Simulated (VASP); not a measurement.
# ScAl2N3 (Cmc2_1) in VASP: further runs

ScAl2N3 is run at these levels: PBEsol; tasks: single point, relaxation of cell and atoms.

Program: VASP 6.6.1. These are calculated values, not measurements. Logs are shortened: lines on timing, memory, paths and dates and some standing lists are left out, and cuts for length are marked.

### 1 The cell of the first run

It takes space group Cmc2_1 (No. 36, orthorhombic). Conventional cell: a = 9.838 Å, b = 5.656 Å, c = 4.960 Å, α = 90.00°, β = 90.00°, γ = 90.00°. Within 2.5 Å of Al (site symmetry 1) lie 4 N at 1.88 to 1.92 Å. Sc (site symmetry m) has 5 N at 2.08 to 2.81 Å within 2.9 Å. Within 2.5 Å of N (site symmetry 1) lie 3 Al at 1.88 to 1.90 Å and 1 Sc at 2.08 Å. Within 2.5 Å of N (site symmetry m) lie 2 Al at 1.92 Å and 2 Sc at 2.11 to 2.16 Å.

### 2 Single point, PBEsol

Input file INCAR:

```
ALGO = Normal
EDIFF = 1E-7
ENCUT = 520
GGA = PS
ISIF = 2
ISMEAR = 0
LASPH = True
LCHARG = False
LREAL = False
LWAVE = False
NBANDS = 44
NELM = 60
PREC = Accurate
SIGMA = 0.1
```

Input file KPOINTS:

```
k-points
0
Gamma
  4 4 4
```

Input file POSCAR:

```
ScAl2N3
1.0
    4.9189048216     -2.8279799119      0.0000000000
    4.9189048216      2.8279799119      0.0000000000
    0.0000000000      0.0000000000      4.9604117467
Al Sc N
4 2 6
Direct
    0.0065598409      0.3358414880      0.9877100098
    0.6641585120      0.9934401591      0.9877100098
    0.9934401591      0.6641585120      0.4877100098
    0.3358414880      0.0065598409      0.4877100098
    0.3222906649      0.6777093351      0.9699364147
    0.6777093351      0.3222906649      0.4699364147
    0.0287881258      0.3323187237      0.3690108796
    0.6676812763      0.9712118742      0.3690108796
    0.9712118742      0.6676812763      0.8690108796
    0.3323187237      0.0287881258      0.8690108796
    0.3098879010      0.6901120990      0.4046217767
    0.6901120990      0.3098879010      0.9046217767
```

Potentials or basis: VASP PAW PBE potentials, release 64 (Al, Sc_sv, N).

On the command line:

```bash
> cat potpaw_PBE.64/Al/POTCAR potpaw_PBE.64/Sc_sv/POTCAR potpaw_PBE.64/N/POTCAR > POTCAR
> mpirun -np 1 vasp_std > vasp.out
```

OUTCAR:

```text
EDIFF = 1E-7
   ENCUT = 520
   GGA = PS
   ISIF = 2
   ISMEAR = 0
   LASPH = True
   LREAL = False
   NELM = 60
   PREC = Accurate

 ion  position               nearest neighbor table
   1  0.007  0.336  0.988-   9 1.88  10 1.89   7 1.90  12 1.92   6 3.06   3 3.08   3 3.08   4 3.10
                             4 3.10   6 3.20   2 3.23   2 3.23   5 3.23   5 3.24   5 3.36
   2  0.664  0.993  0.988-  10 1.88   9 1.89   8 1.90  12 1.92   6 3.06   4 3.08   4 3.08   3 3.10
                             3 3.10   6 3.20   1 3.23   1 3.23   5 3.23   5 3.24   5 3.36
   3  0.993  0.664  0.488-   7 1.88   8 1.89   9 1.90  11 1.92   5 3.06   1 3.08   1 3.08   2 3.10
                             2 3.10   5 3.20   4 3.23   4 3.23   6 3.23   6 3.24   6 3.36
   4  0.336  0.007  0.488-   8 1.88   7 1.89  10 1.90  11 1.92   5 3.06   2 3.08   2 3.08   1 3.10
                             1 3.10   5 3.20   3 3.23   3 3.23   6 3.23   6 3.24   6 3.36
   5  0.322  0.678  0.970-   9 2.08  10 2.08  12 2.11  11 2.16   3 3.06   4 3.06   6 3.19   6 3.19
                             3 3.20   4 3.20   1 3.23   2 3.23   2 3.24   1 3.24   2 3.36   1 3.36
   6  0.678  0.322  0.470-   7 2.08   8 2.08  11 2.11  12 2.16   1 3.06   2 3.06   5 3.19   5 3.19
                             1 3.20   2 3.20   4 3.23   3 3.23   4 3.24   3 3.24   4 3.36   3 3.36
   7  0.029  0.332  0.369-   3 1.88   4 1.89   1 1.90   6 2.08
   8  0.668  0.971  0.369-   4 1.88   3 1.89   2 1.90   6 2.08
   9  0.971  0.668  0.869-   1 1.88   2 1.89   3 1.90   5 2.08
  10  0.332  0.029  0.869-   2 1.88   1 1.89   4 1.90   5 2.08
  11  0.310  0.690  0.405-   3 1.92   4 1.92   6 2.11   5 2.16
  12  0.690  0.310  0.905-   1 1.92   2 1.92   5 2.11   6 2.16

  LATTYP: Found a base centered orthorhombic cell.
 ALAT       =     5.6559598238
 B/A-ratio  =     1.7393704958
 C/A-ratio  =     0.8770238653

  Lattice vectors:

 A1 = (  -4.9189048216,  -2.8279799119,   0.0000000000)
 A2 = (   4.9189048216,  -2.8279799119,   0.0000000000)
 A3 = (   0.0000000000,   0.0000000000,   4.9604117467)

Analysis of symmetry for initial positions (statically):
=====================================================================
 Subroutine PRICEL returns:
 Original cell was already a primitive cell.

 Routine SETGRP: Setting up the symmetry group for a
 base centered orthorhombic supercell.

 Subroutine GETGRP returns: Found  4 space group operations
 (whereof  2 operations were pure point group operations)
 out of a pool of  8 trial point group operations.

The static configuration has the point symmetry C_1h.
 The point group associated with its full space group is C_2v.

Analysis of symmetry for dynamics (positions and initial velocities):
=====================================================================
 Subroutine PRICEL returns:
 Original cell was already a primitive cell.

 Routine SETGRP: Setting up the symmetry group for a
 base centered orthorhombic supercell.

 Subroutine GETGRP returns: Found  4 space group operations
 (whereof  2 operations were pure point group operations)
 out of a pool of  8 trial point group operations.

The dynamic configuration has the point symmetry C_1h.
 The point group associated with its full space group is C_2v.

 Subroutine INISYM returns: Found  4 space group operations
 (whereof  2 operations are pure point group operations),
 and found     1 'primitive' translations

----------------------------------------------------------------------------------------

                                     Primitive cell

  volume of cell :     138.0043

  direct lattice vectors                    reciprocal lattice vectors
     4.918904822 -2.827979912  0.000000000     0.101648643 -0.176804651  0.000000000
     4.918904822  2.827979912  0.000000000     0.101648643  0.176804651  0.000000000
     0.000000000  0.000000000  4.960411747     0.000000000  0.000000000  0.201596168

  length of vectors
     5.673895930  5.673895930  4.960411747     0.203941980  0.203941980  0.201596168

  position of ions in fractional coordinates (direct lattice)
     0.006559841  0.335841488  0.987710010
     0.664158512  0.993440159  0.987710010
     0.993440159  0.664158512  0.487710010
     0.335841488  0.006559841  0.487710010
[... 29 lines left out ...]
 Grid dimensions read from file:
 generate k-points for:    4    4    4

 Generating k-lattice:

  Cartesian coordinates                     Fractional coordinates (reciprocal lattice)
     0.025412161 -0.044201163  0.000000000     0.250000000  0.000000000  0.000000000
     0.025412161  0.044201163  0.000000000     0.000000000  0.250000000  0.000000000
     0.000000000  0.000000000  0.050399042     0.000000000  0.000000000  0.250000000

  Length of vectors
     0.050985495  0.050985495  0.050399042

  Shift w.r.t. Gamma in fractional coordinates (k-lattice)
     0.000000000  0.000000000  0.000000000

 Subroutine IBZKPT returns following result:
 ===========================================

 Found     21 irreducible k-points:

 Following reciprocal coordinates:
            Coordinates               Weight
  0.000000  0.000000  0.000000      1.000000
  0.250000  0.000000  0.000000      4.000000
  0.500000  0.000000  0.000000      2.000000
  0.250000  0.250000  0.000000      2.000000
  0.500000  0.250000  0.000000      4.000000
 -0.250000  0.250000  0.000000      2.000000
[... 13 lines left out ...]
 -0.250000  0.250000  0.500000      2.000000
  0.500000  0.500000  0.500000      1.000000
   k-points           NKPTS =     21   k-points in BZ     NKDIM =     21   number of bands    NBANDS=     44
   number of dos      NEDOS =    301   number of ions     NIONS =     12
   total plane-waves  NPLWV =  70560
   dimension x,y,z NGX =    42 NGY =   42 NGZ =   40
   dimension x,y,z NGXF=    84 NGYF=   84 NGZF=   80
   ions per type =               4   2   6
   NGX,Y,Z   is equivalent  to a cutoff of  12.31, 12.31, 13.41 a.u.
   NGXF,Y,Z  is equivalent  to a cutoff of  24.61, 24.61, 26.81 a.u.
 SYSTEM =  unknown system
   PREC   = accura    normal or accurate (medium, high low for compatibility)
   ISTART =      0    job   : 0-new  1-cont  2-samecut
   ICHARG =      2    charge: 1-file 2-atom 10-const
   ISPIN  =      1    spin polarized calculation?
   LNONCOLLINEAR =      F non collinear calculations
   LSORBIT =      F    spin-orbit coupling
   LASPH  =      T    aspherical Exc in radial PAW
   ENCUT  =  520.0 eV  38.22 Ry    6.18 a.u.  10.55 10.55  9.22*2*pi/ulx,y,z
   NELM   =     60;   NELMIN=  2; NELMDL= -5     # of ELM steps
   EDIFF  = 0.1E-06   stopping-criterion for ELM
   LREAL  =      F    real-space projection
   EDIFFG = 0.1E-05   stopping-criterion for IOM
   NSW    =      0    number of steps for IOM
   IBRION =     -1    ionic relax: 0-MD 1-quasi-New 2-CG
   NFREE  =      0    steps in history (QN), initial steepest desc. (CG)
   ISIF   =      2    stress and relaxation
   ISYM   =      2    0-nonsym 1-usesym 2-fastsym
   POTIM  = 0.5000    time-step for ionic-motion
   TEBEG  =    0.0;   TEEND  =   0.0 temperature during run
   PSTRESS=    0.0 pullay stress
   NELECT =      64.0000    total number of electrons
   NUPDOWN=      -1.0000    fix difference up-down
   EMIN   =  10.00;   EMAX   =-10.00  energy-range for DOS
   EFERMI =   0.00;   METHOD = LEGACY
   ISMEAR =     0;   SIGMA  =   0.10  broadening in eV -4-tet -1-fermi 0-gaus
   EFERMI_NEDOS =   21; number of points for ismear=-14 and -15
   IALGO  =     38    algorithm
   IMIX   =      4    mixing-type and parameters
     AMIX     =   0.40;   BMIX     =  1.00
     AMIX_MAG =   1.60;   BMIX_MAG =  1.00
  volume/ion in A,a.u.               =      11.50        77.61
  Fermi-wavevector in a.u.,A,eV,Ry     =   1.267177  2.394618 21.847391  1.605738
  Thomas-Fermi vector in A             =   2.400339
   LORBIT       =      0    0 simple, 1 ext, 2 COOP (PROOUT), +10 PAW based schemes
   GGA     = PS    functional components
   LHFCALC =     F    Hartree Fock is set to
   AEXX    =    0.0000 exact exchange contribution
   IVDW    =     0    specifies the selected vdW correction
   LEPSILON=     F    determine dielectric tensor
   LRPA    =     F    only Hartree local field effects (RPA)
 non-spin polarized calculation
 Gauss-broadening in eV      SIGMA  =   0.10
  energy-cutoff  :      520.00
  volume of cell :      138.00
 maximum number of plane-waves:      3742
   NGX = 21   NGY = 21   NGZ = 19

 number of electron      63.9999999 magnetization

 Free energy of the ion-electron system (eV)
  ---------------------------------------------------
  ext. energy  EPLUGINS =         0.00000000
  ---------------------------------------------------
  free energy    TOTEN  =       -99.72087570 eV

  energy without entropy =      -99.72087570  energy(sigma->0) =      -99.72087570

 E-fermi :   5.3840     XC(G=0): -11.0540

 val. band max:        4.9097452888   @ k =   0.0000   0.0000   0.0000
 cond. band min:       7.7869045062   @ k =   0.0000   0.0000   0.0000
 fundamental gap:      2.8771592174
 Fermi energy:         5.3840010490

 k-point     1 :       0.0000    0.0000    0.0000
  band No.  band energies     occupation
      1     -42.1889      2.00000
      2     -42.1572      2.00000
      3     -21.1041      2.00000
      4     -21.0685      2.00000
      5     -21.0326      2.00000
      6     -20.9998      2.00000
[... 976 lines left out ...]
     43      12.9020      0.00000
     44      12.9069      0.00000

------------------------ aborting loop because EDIFF is reached ----------------------------------------

  FORCE on cell =-STRESS in cart. coord.  units (eV):
  Direction    XX          YY          ZZ          XY          YZ          ZX
  --------------------------------------------------------------------------------------
  -------------------------------------------------------------------------------------
  Total       -0.0401559      0.0366948     -0.2041141      0.0000000      0.0000000      0.0000000
  in kB       -0.4661951      0.4260130     -2.3696883      0.0000000      0.0000000      0.0000000
  external PRESSURE =      -0.8032901 kB  Pullay stress =       0.0000000 kB

 VOLUME and BASIS-vectors are now :
 -----------------------------------------------------------------------------
  energy-cutoff  :      520.00
  volume of cell :      138.00
      direct lattice vectors                 reciprocal lattice vectors
     4.918904822 -2.827979912  0.000000000     0.101648643 -0.176804651  0.000000000
     4.918904822  2.827979912  0.000000000     0.101648643  0.176804651  0.000000000
     0.000000000  0.000000000  4.960411747     0.000000000  0.000000000  0.201596168

 POSITION                                       TOTAL-FORCE (eV/Angst)
 -----------------------------------------------------------------------------------
      1.68424      0.93120      4.89945        -0.023337      0.006818     -0.002203
      8.15357      0.93120      4.89945         0.023337      0.006818     -0.002203
      8.15357     -0.93120      2.41924         0.023337     -0.006818     -0.002203
      1.68424     -0.93120      2.41924        -0.023337     -0.006818     -0.002203
      4.91890      1.00512      4.81128        -0.000000     -0.005881      0.009927
      4.91890     -1.00512      2.33108        -0.000000      0.005881      0.009927
      1.77625      0.85838      1.83045         0.048673     -0.021338     -0.013708
      8.06156      0.85838      1.83045        -0.048673     -0.021338     -0.013708
      8.06156     -0.85838      4.31065        -0.048673      0.021338     -0.013708
      1.77625     -0.85838      4.31065         0.048673      0.021338     -0.013708
      4.91890      1.07527      2.00709        -0.000000      0.056811      0.021894
      4.91890     -1.07527      4.48730        -0.000000     -0.056811      0.021894
 -----------------------------------------------------------------------------------
    total drift:                               -0.000000     -0.000000      0.000337

  FREE ENERGIE OF THE ION-ELECTRON SYSTEM (eV)
  ---------------------------------------------------
  free  energy   TOTEN  =       -99.7208757007 eV

  energy  without entropy=      -99.7208757007  energy(sigma->0) =      -99.72087570
```

Run time: 1.9 min. Hardware: 1 thread of Oxide Virtual Turin-like, shared host; peak memory 0.27 GiB.

Results:

```
Free energy            : -99.7209 eV
Pressure               : -0.1 GPa
Largest force          : 0.061 eV/Å
Band gap on the k mesh : 2.88 eV
```

Forces in eV/Å, atoms in the order of the input:
```
Al  -0.023  0.007 -0.002
Al   0.023  0.007 -0.002
Al   0.023 -0.007 -0.002
Al  -0.023 -0.007 -0.002
Sc   0.000 -0.006  0.010
Sc   0.000  0.006  0.010
N    0.049 -0.021 -0.014
N   -0.049 -0.021 -0.014
N   -0.049  0.021 -0.014
N    0.049  0.021 -0.014
N    0.000  0.057  0.022
N    0.000 -0.057  0.022
```

Stress tensor (GPa, compression positive):
```
-0.05  0.00  0.00
 0.00  0.04  0.00
 0.00  0.00 -0.24
```

Levels at points of the mesh, in eV from the valence-band top:
```tsv
k point	band 29	band 30	band 31	band 32	band 33	band 34	band 35	band 36
(0.00, 0.00, 0.00)	-0.83	-0.80	-0.75	0.00	2.88	3.40	4.14	4.49
(0.50, 0.00, 0.00)	-0.67	-0.62	-0.22	-0.17	3.52	3.77	3.85	4.28
(0.50, 0.50, 0.00)	-0.92	-0.43	-0.24	-0.02	3.34	3.89	4.31	4.31
(0.00, 0.00, 0.50)	-0.67	-0.67	-0.48	-0.48	4.46	4.46	4.47	4.47
(0.50, 0.00, 0.50)	-0.88	-0.88	-0.44	-0.44	4.15	4.15	4.67	4.67
(0.50, 0.50, 0.50)	-0.68	-0.68	-0.46	-0.46	3.95	3.95	4.83	4.83
```

Caveat: the PAW data sets were made with another functional, which shifts forces and pressure a little.

[end of part 1 of 2]
